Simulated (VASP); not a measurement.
Runs of VASP 6.6.1 on K. The structure is that of space group P6/mmm (No. 191), or close to it. The cells are those of the table. This isn't the form of K at room conditions, which is bcc.

```tsv
task	cell	cutoff (eV)	gap on the mesh (eV)	pressure (GPa)
single point	a = 7.439, b = 7.439, c = 4.421 Å, angles 90.0, 90.0, 120.0°, 3 atoms	520	none	0.2
single point	a = 6.200, b = 6.200, c = 3.684 Å, angles 90.0, 90.0, 120.0°, 3 atoms	520	none	6.3
single point	a = 5.576, b = 5.576, c = 3.313 Å, angles 90.0, 90.0, 120.0°, 3 atoms	520	none	16.3
single point	a = 6.555, b = 6.555, c = 3.895 Å, angles 90.0, 90.0, 120.0°, 3 atoms	520	none	(a)
relaxation of shape and atoms at fixed volume	relaxed from a = 5.576, b = 5.576, c = 3.313 Å, angles 90.0, 90.0, 120.0°, 3 atoms	600	none	16.3
single point	a = 7.568, b = 7.568, c = 4.497 Å, angles 90.0, 90.0, 120.0°, 3 atoms	520	none	0.0
```

Alike in all rows: level PBE; potentials or basis VASP PAW PBE potentials, release 64 (K_sv); no spin polarisation; k mesh 5 × 5 × 7; smearing fermi-dirac 0.1 eV.

Problem. Fill in the values left out.

Solution. (a) 3.3.

Caveats: the cell stands under pressure (at least some runs).

A gap of «none» marks levels without a gap at the run's occupations.
